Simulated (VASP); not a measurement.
# Sc2GaSbAs2 (P4/mmm) in VASP: single point with PBE

Aim: the single point of Sc2GaSbAs2 with PBE.

All numbers are computed with VASP 6.6.1; they aren't measurements. Logs are shortened: lines on timing, memory, paths and dates and some standing lists are left out, and cuts for length are marked.

**1. The cell of the first run**

Symmetry: P4/mmm, No. 123, tetragonal system. Conventional cell: a = 6.677 Å, b = 6.677 Å, c = 5.780 Å, α = 90.00°, β = 90.00°, γ = 90.00°. Within 5.1 Å of Sc (site symmetry mmm) lie 8 As at 3.86 to 5.09 Å and 4 Ga at 4.42 Å and 4 Sb at 4.42 Å and 4 Sc at 4.72 Å. Within 1.3 Å of Ga (site symmetry 4/mmm) lie 2 As at 0.95 Å. Sb (site symmetry 4/mmm) has 8 Sc at 4.42 Å and 4 Ga at 4.72 Å and 8 As at 4.82 Å and 2 Sb at 5.78 Å within 5.8 Å. Within 1.3 Å of As (site symmetry 4mm) lie 1 Ga at 0.95 Å.

The cell was built from a structure type or drawn by symmetry, and may not be a known phase.

**2. Single point, PBE**

Input file INCAR:

```
PREC     = Accurate       # precision mode
ENCUT    = 600            # plane-wave cutoff, eV
EDIFF    = 1E-6           # SCF threshold, eV
ISMEAR   = 0              # smearing method
SIGMA    = 0.1            # smearing width, eV
LREAL    = False          # projectors in reciprocal space
LASPH    = True           # aspherical terms in the spheres
NELM     = 120            # most SCF steps
ALGO     = Normal         # electronic algorithm
ISIF     = 2              # what is computed and relaxed
LWAVE    = False          # write WAVECAR
LCHARG   = False          # write CHGCAR
GGA      = PE             # functional
NBANDS   = 49             # bands
GGA_COMPAT= False
```

Input file KPOINTS:

```
regular mesh
0
Gamma
  4 4 4
```

Input file POSCAR:

```
Sc2GaSbAs2
1.0
    6.6767809300      0.0000000000      0.0000000000
    0.0000000000      6.6767809300      0.0000000000
    0.0000000000      0.0000000000      5.7798906100
Sc Ga Sb As
2 1 1 2
Direct
    0.0000000000      0.5000000000      0.0000000000
    0.5000000000      0.0000000000      0.0000000000
    0.0000000000      0.0000000000      0.5000000000
    0.5000000000      0.5000000000      0.5000000000
    0.0000000000      0.0000000000      0.3351421500
    0.0000000000      0.0000000000      0.6648578500
```

Potentials or basis: VASP PAW PBE potentials, release 64 (Sc_sv, Ga_d, Sb_d_GW, As_d).

Run with:

```sh
> cat potpaw_PBE.64/Sc_sv/POTCAR potpaw_PBE.64/Ga_d/POTCAR potpaw_PBE.64/Sb_d_GW/POTCAR potpaw_PBE.64/As_d/POTCAR > POTCAR
> mpirun -np 1 vasp_std > vasp.out
```

OUTCAR:

```text
PREC = Accurate
   ENCUT = 600
   EDIFF = 1E-6
   ISMEAR = 0
   LREAL = False
   LASPH = True
   NELM = 120
   ISIF = 2
   GGA = PE

 ion  position               nearest neighbor table
   1  0.000  0.500  0.000-
   2  0.500  0.000  0.000-
   3  0.000  0.000  0.500-   5 0.95   6 0.95
   4  0.500  0.500  0.500-
   5  0.000  0.000  0.335-   3 0.95   6 1.91
   6  0.000  0.000  0.665-   3 0.95   5 1.91

 -----------------------------------------------------------------------------
|                                                                             |
|           W    W    AA    RRRRR   N    N  II  N    N   GGGG   !!!           |
|           W    W   A  A   R    R  NN   N  II  NN   N  G    G  !!!           |
|           W    W  A    A  R    R  N N  N  II  N N  N  G       !!!           |
|           W WW W  AAAAAA  RRRRR   N  N N  II  N  N N  G  GGG   !            |
|           WW  WW  A    A  R   R   N   NN  II  N   NN  G    G                |
|           W    W  A    A  R    R  N    N  II  N    N   GGGG   !!!           |
|                                                                             |
|     The distance between some ions is very small. Please check the          |
|     nearest-neighbor list in the OUTCAR file.                               |
|     I HOPE YOU KNOW WHAT YOU ARE DOING!                                     |
|                                                                             |
 -----------------------------------------------------------------------------

  LATTYP: Found a simple tetragonal cell.
 ALAT       =     6.6767809300
 C/A-ratio  =     0.8656702490

  Lattice vectors:

 A1 = (   6.6767809300,   0.0000000000,   0.0000000000)
 A2 = (   0.0000000000,   6.6767809300,   0.0000000000)
 A3 = (   0.0000000000,   0.0000000000,   5.7798906100)

Analysis of symmetry for initial positions (statically):
=====================================================================
 Subroutine PRICEL returns:
 Original cell was already a primitive cell.

 Routine SETGRP: Setting up the symmetry group for a
 simple tetragonal supercell.

 Subroutine GETGRP returns: Found 16 space group operations
 (whereof 16 operations were pure point group operations)
 out of a pool of 16 trial point group operations.

The static configuration has the point symmetry D_4h.

Analysis of symmetry for dynamics (positions and initial velocities):
=====================================================================
 Subroutine PRICEL returns:
 Original cell was already a primitive cell.

 Routine SETGRP: Setting up the symmetry group for a
 simple tetragonal supercell.

 Subroutine GETGRP returns: Found 16 space group operations
 (whereof 16 operations were pure point group operations)
 out of a pool of 16 trial point group operations.

The dynamic configuration has the point symmetry D_4h.

 Subroutine INISYM returns: Found 16 space group operations
 (whereof 16 operations are pure point group operations),
 and found     1 'primitive' translations

----------------------------------------------------------------------------------------

                                     Primitive cell

  volume of cell :     257.6641

  direct lattice vectors                    reciprocal lattice vectors
     6.676780930  0.000000000  0.000000000     0.149772774  0.000000000  0.000000000
     0.000000000  6.676780930  0.000000000     0.000000000  0.149772774  0.000000000
     0.000000000  0.000000000  5.779890610     0.000000000  0.000000000  0.173013655

  length of vectors
     6.676780930  6.676780930  5.779890610     0.149772774  0.149772774  0.173013655

  position of ions in fractional coordinates (direct lattice)
     0.000000000  0.500000000  0.000000000
     0.500000000  0.000000000  0.000000000
     0.000000000  0.000000000  0.500000000
     0.500000000  0.500000000  0.500000000
     0.000000000  0.000000000  0.335142150
     0.000000000  0.000000000  0.664857850

  ion indices of the primitive-cell ions
   primitive index   ion index
                 1           1
                 2           2
                 3           3
                 4           4
                 5           5
                 6           6

----------------------------------------------------------------------------------------

 KPOINTS: regular mesh

Automatic generation of k-mesh.
 Grid dimensions read from file:
 generate k-points for:    4    4    4

 Generating k-lattice:

  Cartesian coordinates                     Fractional coordinates (reciprocal lattice)
     0.037443193  0.000000000  0.000000000     0.250000000  0.000000000  0.000000000
     0.000000000  0.037443193  0.000000000     0.000000000  0.250000000  0.000000000
     0.000000000  0.000000000  0.043253414     0.000000000  0.000000000  0.250000000

  Length of vectors
     0.037443193  0.037443193  0.043253414

  Shift w.r.t. Gamma in fractional coordinates (k-lattice)
     0.000000000  0.000000000  0.000000000

 Subroutine IBZKPT returns following result:
 ===========================================

 Found     18 irreducible k-points:

 Following reciprocal coordinates:
            Coordinates               Weight
  0.000000  0.000000  0.000000      1.000000
  0.250000  0.000000  0.000000      4.000000
  0.500000  0.000000  0.000000      2.000000
  0.250000  0.250000  0.000000      4.000000
  0.500000  0.250000  0.000000      4.000000
  0.500000  0.500000  0.000000      1.000000
[... 10 lines left out ...]
  0.500000  0.250000  0.500000      4.000000
  0.500000  0.500000  0.500000      1.000000
   k-points           NKPTS =     18   k-points in BZ     NKDIM =     18   number of bands    NBANDS=     49
   number of dos      NEDOS =    301   number of ions     NIONS =      6
   total plane-waves  NPLWV = 139968
   dimension x,y,z NGX =    54 NGY =   54 NGZ =   48
   dimension x,y,z NGXF=   108 NGYF=  108 NGZF=   96
   ions per type =               2   1   1   2
   NGX,Y,Z   is equivalent  to a cutoff of  13.45, 13.45, 13.81 a.u.
   NGXF,Y,Z  is equivalent  to a cutoff of  26.89, 26.89, 27.61 a.u.
 SYSTEM =  unknown system
   PREC   = accura    normal or accurate (medium, high low for compatibility)
   ISTART =      0    job   : 0-new  1-cont  2-samecut
   ICHARG =      2    charge: 1-file 2-atom 10-const
   ISPIN  =      1    spin polarized calculation?
   LNONCOLLINEAR =      F non collinear calculations
   LSORBIT =      F    spin-orbit coupling
   LASPH  =      T    aspherical Exc in radial PAW
   ENCUT  =  600.0 eV  44.10 Ry    6.64 a.u.  13.34 13.34 11.54*2*pi/ulx,y,z
   NELM   =    120;   NELMIN=  2; NELMDL= -5     # of ELM steps
   EDIFF  = 0.1E-05   stopping-criterion for ELM
   LREAL  =      F    real-space projection
   EDIFFG = 0.1E-04   stopping-criterion for IOM
   NSW    =      0    number of steps for IOM
   IBRION =     -1    ionic relax: 0-MD 1-quasi-New 2-CG
   NFREE  =      0    steps in history (QN), initial steepest desc. (CG)
   ISIF   =      2    stress and relaxation
   ISYM   =      2    0-nonsym 1-usesym 2-fastsym
   POTIM  = 0.5000    time-step for ionic-motion
   TEBEG  =    0.0;   TEEND  =   0.0 temperature during run
   PSTRESS=    0.0 pullay stress
   NELECT =      80.0000    total number of electrons
   NUPDOWN=      -1.0000    fix difference up-down
   EMIN   =  10.00;   EMAX   =-10.00  energy-range for DOS
   EFERMI =   0.00;   METHOD = LEGACY
   ISMEAR =     0;   SIGMA  =   0.10  broadening in eV -4-tet -1-fermi 0-gaus
   EFERMI_NEDOS =   21; number of points for ismear=-14 and -15
   IALGO  =     38    algorithm
   IMIX   =      4    mixing-type and parameters
     AMIX     =   0.40;   BMIX     =  1.00
     AMIX_MAG =   1.60;   BMIX_MAG =  1.00
  volume/ion in A,a.u.               =      42.94       289.80
  Fermi-wavevector in a.u.,A,eV,Ry     =   1.108546  2.094847 16.719835  1.228873
  Thomas-Fermi vector in A             =   2.245074
   LORBIT       =      0    0 simple, 1 ext, 2 COOP (PROOUT), +10 PAW based schemes
   GGA     = PE    functional components
   LHFCALC =     F    Hartree Fock is set to
   AEXX    =    0.0000 exact exchange contribution
   IVDW    =     0    specifies the selected vdW correction
   LEPSILON=     F    determine dielectric tensor
   LRPA    =     F    only Hartree local field effects (RPA)
 non-spin polarized calculation
 Gauss-broadening in eV      SIGMA  =   0.10
  energy-cutoff  :      600.00
  volume of cell :      257.66
 maximum number of plane-waves:      8654
 NGX is ok and might be reduce to    54
   NGX = 27   NGY = 27   NGZ = 23

 number of electron      80.0000002 magnetization

 Free energy of the ion-electron system (eV)
  ---------------------------------------------------
  ext. energy  EPLUGINS =         0.00000000
  ---------------------------------------------------
  free energy    TOTEN  =       304.45803870 eV

  energy without entropy =      304.52461754  energy(sigma->0) =      304.49132812

 E-fermi :   1.1949     XC(G=0):  -7.3948

 val. band max:        1.1824865067   @ k =   0.2500   0.2500   0.5000
 cond. band min:       1.2123617115   @ k =   0.2500   0.2500   0.0000
 fundamental gap:      0.0298752048
 Fermi energy:         1.1949359768

 k-point     1 :       0.0000    0.0000    0.0000
  band No.  band energies     occupation
      1     -53.8113      2.00000
      2     -53.4921      2.00000
      3     -53.4921      2.00000
      4     -53.0944      2.00000
      5     -53.0944      2.00000
      6     -52.5375      2.00000
[... 41 lines left out ...]
     48       1.8181      0.00000
     49       2.0144      0.00000

 k-point     2 :       0.2500    0.0000    0.0000
  band No.  band energies     occupation
      1     -53.8113      2.00000
      2     -53.4921      2.00000
      3     -53.4921      2.00000
      4     -53.0944      2.00000
      5     -53.0944      2.00000
      6     -52.5375      2.00000
[... 824 lines left out ...]
 k-point    18 :       0.5000    0.5000    0.5000
  band No.  band energies     occupation
      1     -53.8115      2.00000
      2     -53.4921      2.00000
      3     -53.4921      2.00000
      4     -53.0944      2.00000
      5     -53.0944      2.00000
      6     -52.5373      2.00000
[... 41 lines left out ...]
     48       1.8103      0.00000
     49       1.8104      0.00000

------------------------ aborting loop because EDIFF is reached ----------------------------------------

  FORCE on cell =-STRESS in cart. coord.  units (eV):
  Direction    XX          YY          ZZ          XY          YZ          ZX
  --------------------------------------------------------------------------------------
  -------------------------------------------------------------------------------------
  Total      -10.9483866    -10.9483866   1714.6616487      0.0000000      0.0000000      0.0000000
  in kB      -68.0780073    -68.0780073  10661.9132275      0.0000000      0.0000000      0.0000000
  external PRESSURE =    3508.5857376 kB  Pullay stress =       0.0000000 kB

 VOLUME and BASIS-vectors are now :
 -----------------------------------------------------------------------------
  energy-cutoff  :      600.00
  volume of cell :      257.66
      direct lattice vectors                 reciprocal lattice vectors
     6.676780930  0.000000000  0.000000000     0.149772774  0.000000000  0.000000000
     0.000000000  6.676780930  0.000000000     0.000000000  0.149772774  0.000000000
     0.000000000  0.000000000  5.779890610     0.000000000  0.000000000  0.173013655

 POSITION                                       TOTAL-FORCE (eV/Angst)
 -----------------------------------------------------------------------------------
      0.00000      3.33839      0.00000         0.000000      0.000000      0.000000
      3.33839      0.00000      0.00000         0.000000      0.000000      0.000000
      0.00000      0.00000      2.88995         0.000000      0.000000      0.000000
      3.33839      3.33839      2.88995         0.000000      0.000000      0.000000
      0.00000      0.00000      1.93708        -0.000000     -0.000000   -905.173832
      0.00000      0.00000      3.84281         0.000000     -0.000000    905.173832
 -----------------------------------------------------------------------------------
    total drift:                                0.000000     -0.000000      0.000000

  FREE ENERGIE OF THE ION-ELECTRON SYSTEM (eV)
  ---------------------------------------------------
  free  energy   TOTEN  =       304.4580386995 eV

  energy  without entropy=      304.5246175402  energy(sigma->0) =      304.49132812
```

It took 4.2 min on 1 thread of Intel Xeon 6975P-C (Granite Rapids), shared host; peak memory 0.58 GiB.

Results:

```yaml
Free_energy: 304.4580 eV
Pressure: 350.9 GPa
Largest_force: 905.174 eV/Å
Band_gap_on_the_k_mesh: zero (bands 40 and 41 overlap by 0.37 eV)
```

Forces in eV/Å, atoms in the order of the input:
```
Sc     0.000    0.000    0.000
Sc     0.000    0.000    0.000
Ga     0.000    0.000    0.000
Sb     0.000    0.000    0.000
As     0.000    0.000 -905.174
As     0.000    0.000  905.174
```

Stress tensor (GPa, compression positive):
```
  -6.81    0.00    0.00
   0.00   -6.81    0.00
   0.00    0.00 1066.19
```

Levels at points of the mesh, in eV from the Fermi level:
| k point | band 38 | band 39 | band 40 | band 41 | band 42 | band 43 |
| --- | --- | --- | --- | --- | --- | --- |
| (0.00, 0.00, 0.00) | -0.54 | -0.54 | -0.36 | -0.22 | -0.18 | 0.11 |
| (0.50, 0.00, 0.00) | -0.80 | -0.56 | -0.27 | 0.05 | 0.11 | 0.23 |
| (0.50, 0.50, 0.00) | -1.45 | -0.65 | -0.15 | -0.15 | 0.28 | 0.32 |
| (0.00, 0.00, 0.50) | -0.68 | -0.68 | -0.12 | -0.10 | 0.30 | 0.30 |
| (0.50, 0.00, 0.50) | -0.77 | -0.60 | -0.23 | 0.10 | 0.23 | 0.25 |
| (0.50, 0.50, 0.50) | -0.64 | -0.64 | 0.07 | 0.07 | 0.16 | 0.21 |

Caveat: atoms lie so close that the PAW spheres overlap strongly, which falsifies energies and pressures; the cell stands under pressure; spin-orbit coupling is left out, which moves the levels of the heavy elements; forces of over 1 eV/Å act on the atoms, so gaps and moduli don't describe the material at rest.
